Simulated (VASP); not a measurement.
# SiGeS3 (Pm-3m) in VASP: vibrations by perturbation theory with LDA

Aim: the vibrations by perturbation theory of SiGeS3 with LDA.

Everything below comes from runs of VASP 6.6.1. Logs are shortened: lines on timing, memory, paths and dates and some standing lists are left out, and cuts for length are marked.

## 1. The cell of the first run

It takes space group Pm-3m (No. 221, cubic). The conventional cell has a = 4.387 Å, b = 4.387 Å, c = 4.387 Å, α = 90.00°, β = 90.00°, γ = 90.00°. Ge (site symmetry m-3m) has 12 S at 3.10 Å and 8 Si at 3.80 Å within 4.1 Å. Within 2.9 Å of Si (site symmetry m-3m) lie 6 S at 2.19 Å. Within 2.9 Å of S (site symmetry 4/mmm) lie 2 Si at 2.19 Å.

## 2. Vibrations by perturbation theory, LDA

Contents of INCAR:

```
SYSTEM = SiGeS3
  PREC = Accurate
  ENCUT = 520
  EDIFF = 1E-8
  ISMEAR = -1
  SIGMA = 0.15
  LREAL = .False.
  LASPH = .True.
  NELM = 60
  ALGO = Normal
  ISIF = 2
  LWAVE = .False.
  LCHARG = .False.
  GGA = CA
  NBANDS = 26
  IBRION = 8
  NSW = 1
  LUSENCCL = .False.
```

Contents of KPOINTS:

```
regular mesh
0
Gamma
  8 8 8
  0 0 0
```

Contents of POSCAR:

```
SiGeS3
1.0
    4.3868000000      0.0000000000      0.0000000000
    0.0000000000      4.3868000000      0.0000000000
    0.0000000000      0.0000000000      4.3868000000
Ge Si S
1 1 3
Direct
    0.0000000000      0.0000000000      0.0000000000
    0.5000000000      0.5000000000      0.5000000000
    0.5000000000      0.5000000000      0.0000000000
    0.5000000000      0.0000000000      0.5000000000
    0.0000000000      0.5000000000      0.5000000000
```

Potentials or basis: VASP PAW LDA potentials, release 64 (Ge_d, Si, S).

Started as:

```bash
$ cat potpaw_LDA.64/Ge_d/POTCAR potpaw_LDA.64/Si/POTCAR potpaw_LDA.64/S/POTCAR > POTCAR
$ mpirun -np 1 vasp_std > vasp.out
```

OUTCAR:

```text
SYSTEM = SiGeS3
   PREC = Accurate
   ENCUT = 520
   EDIFF = 1E-8
   ISMEAR = -1
   LREAL = .False.
   LASPH = .True.
   NELM = 60
   ISIF = 2
   GGA = CA
   IBRION = 8
   NSW = 1

 ion  position               nearest neighbor table
   1  0.000  0.000  0.000-
   2  0.500  0.500  0.500-   3 2.19   4 2.19   5 2.19   3 2.19   4 2.19   5 2.19
   3  0.500  0.500  0.000-   2 2.19   2 2.19
   4  0.500  0.000  0.500-   2 2.19   2 2.19
   5  0.000  0.500  0.500-   2 2.19   2 2.19

  LATTYP: Found a simple cubic cell.
 ALAT       =     4.3868000000

  Lattice vectors:

 A1 = (   4.3868000000,   0.0000000000,   0.0000000000)
 A2 = (   0.0000000000,   4.3868000000,   0.0000000000)
 A3 = (   0.0000000000,   0.0000000000,   4.3868000000)

Analysis of symmetry for initial positions (statically):
=====================================================================
 Subroutine PRICEL returns:
 Original cell was already a primitive cell.

 Routine SETGRP: Setting up the symmetry group for a
 simple cubic supercell.

 Subroutine GETGRP returns: Found 48 space group operations
 (whereof 48 operations were pure point group operations)
 out of a pool of 48 trial point group operations.

The static configuration has the point symmetry O_h .

Analysis of symmetry for dynamics (positions and initial velocities):
=====================================================================
 Subroutine PRICEL returns:
 Original cell was already a primitive cell.

[... 914 lines left out ...]
  ---------------------------------------------------
  ---------------------------------------------------
  free energy    TOTEN  =        -0.11654575 eV

  energy without entropy =       -0.11654575

------------------------ aborting loop because EDIFF is reached ----------------------------------------

 INTERNAL STRAIN TENSOR  FOR ION    3  DIRECTION 3   (eV/Angst):
 -----------------------------------------------------------------------------
     0.02621  0.00000  0.00000
     0.00000  0.02621  0.00000
     0.00000  0.00000 -0.05130

 INTERNAL STRAIN TENSOR FOR ION    5 for displacements in x,y,z  (eV/Angst):
          X           Y           Z          XY          YZ          ZX
  --------------------------------------------------------------------------------
  x     0.00000     0.00000     0.00000     0.00000     0.00000     0.00000
  y     0.00000     0.00000     0.00000     0.00000     0.00000     0.00000
  z     0.00000     0.00000     0.00000     0.00000     0.00000     0.00000

 SECOND DERIVATIVES (NOT SYMMETRIZED)
 ------------------------------------
               1X          1Y          1Z          2X          2Y          2Z          3X          3Y          3Z          4X          4Y          4Z          5X          5Y          5Z
  1X     3.376797   -0.000000   -0.000000    0.552735    0.000000    0.000000   -2.131028    0.000000    0.000000   -2.131028    0.000000    0.000000    0.332524    0.000000    0.000000
  1Y    -0.000000    3.376797    0.000000    0.000000    0.552735    0.000000    0.000000   -2.131028    0.000000    0.000000    0.332524    0.000000    0.000000   -2.131028   -0.000000
  1Z    -0.000000   -0.000000    3.376797    0.000000    0.000000    0.552735    0.000000    0.000000    0.332524   -0.000000   -0.000000   -2.131028    0.000000    0.000000   -2.131028
  2X     0.534341   -0.000000    0.000000   -6.206098   -0.000000    0.000000   -2.469651    0.000000    0.000000   -2.469651   -0.000000    0.000000   10.611059    0.000000    0.000000
  2Y    -0.000000    0.534341    0.000000    0.000000   -6.206098    0.000000    0.000000   -2.469651    0.000000    0.000000   10.611059    0.000000    0.000000   -2.469651    0.000000
  2Z    -0.000000   -0.000000    0.534341   -0.000000   -0.000000   -6.206098   -0.000000   -0.000000   10.611059   -0.000000   -0.000000   -2.469651   -0.000000   -0.000000   -2.469651
  3X    -2.144726    0.000000    0.000000   -2.468547    0.000000    0.000000    1.979484    0.000000    0.000000   -0.278221    0.000000    0.000000    2.912011    0.000000    0.000000
  3Y     0.000000   -2.144726    0.000000    0.000000   -2.468547    0.000000    0.000000    1.979484    0.000000    0.000000    2.912011    0.000000    0.000000   -0.278221    0.000000
  3Z    -0.000000   -0.000000    0.316535   -0.000000    0.000000   10.614576    0.000000   -0.000000  -16.756522   -0.000000   -0.000000    2.912706    0.000000   -0.000000    2.912706
  4X    -2.144726    0.000000    0.000000   -2.468547    0.000000    0.000000   -0.278221    0.000000    0.000000    1.979484    0.000000    0.000000    2.912011    0.000000    0.000000
  4Y     0.000000    0.316535   -0.000000   -0.000000   10.614576    0.000000   -0.000000    2.912706   -0.000000   -0.000000  -16.756522    0.000000   -0.000000    2.912706    0.000000
  4Z     0.000000    0.000000   -2.144726    0.000000    0.000000   -2.468547    0.000000    0.000000    2.912011    0.000000    0.000000    1.979484    0.000000    0.000000   -0.278221
  5X     0.316535    0.000000   -0.000000   10.614576   -0.000000    0.000000    2.912706   -0.000000   -0.000000    2.912706    0.000000    0.000000  -16.756522   -0.000000    0.000000
  5Y     0.000000   -2.144726    0.000000    0.000000   -2.468547    0.000000    0.000000   -0.278221    0.000000    0.000000    2.912011    0.000000    0.000000    1.979484    0.000000
  5Z     0.000000    0.000000   -2.144726    0.000000    0.000000   -2.468547    0.000000    0.000000    2.912011    0.000000    0.000000   -0.278221    0.000000    0.000000    1.979484

 Eigenvectors and eigenvalues of the dynamical matrix
 ----------------------------------------------------

   1 f  =   13.905582 THz    87.371351 2PiTHz  463.840303 cm-1    57.508842 meV
             X         Y         Z           dx          dy          dz
      0.000000  0.000000  0.000000     0.000000    0.000000   -0.013659
      2.193400  2.193400  2.193400     0.000000    0.000000   -0.545316
      2.193400  2.193400  0.000000     0.000000    0.000000    0.813906
      2.193400  0.000000  2.193400     0.000000   -0.000000   -0.141423
      0.000000  2.193400  2.193400    -0.000000    0.000000   -0.141423
[... 105 lines left out ...]
  15 f/i=    5.825429 THz    36.602248 2PiTHz  194.315383 cm-1    24.092026 meV
             X         Y         Z           dx          dy          dz
      0.000000  0.000000  0.000000     0.564088    0.014913    0.011998
      2.193400  2.193400  2.193400     0.269410    0.007123    0.005730
      2.193400  2.193400  0.000000    -0.551394   -0.014578   -0.000035
      2.193400  0.000000  2.193400    -0.551394   -0.000044   -0.011728
      0.000000  2.193400  2.193400    -0.001647   -0.014578   -0.011728

--------------------------------------------------------------------------------------------------------

 ELASTIC MODULI CONTR FROM IONIC RELAXATION (kBar)
 Direction    XX          YY          ZZ          XY          YZ          ZX
 --------------------------------------------------------------------------------
 XX           0.0000      0.0000      0.0000      0.0000      0.0000      0.0000
 YY           0.0000      0.0000      0.0000      0.0000      0.0000      0.0000
 ZZ           0.0000      0.0000      0.0000      0.0000      0.0000      0.0000
 XY           0.0000      0.0000      0.0000      0.0000      0.0000      0.0000
 YZ           0.0000      0.0000      0.0000      0.0000      0.0000      0.0000
 ZX           0.0000      0.0000      0.0000      0.0000      0.0000      0.0000
 --------------------------------------------------------------------------------
```

Wall time 19 min (1 × NVIDIA H100 80GB with 1 thread of Intel Xeon Platinum 8481C at 2.70GHz (Sapphire Rapids), shared host); peak memory 1.6 GiB.

Results:

| Quantity | Value |
| --- | --- |
| Highest phonon frequency at Γ, LO-TO splitting left out | 464 cm⁻¹ |
| Most unstable mode | 194i cm⁻¹ |

Phonon frequencies in cm⁻¹ (negative: imaginary):
```
              q point                                                  frequencies
(0.000, 0.000, 0.000)  -194 -194 -194 -138 -138 -138 -48 -48 -48 2 2 2 464 464 464
```

Caveat: the cell stands under pressure or tension, which shifts response properties; some modes are imaginary.
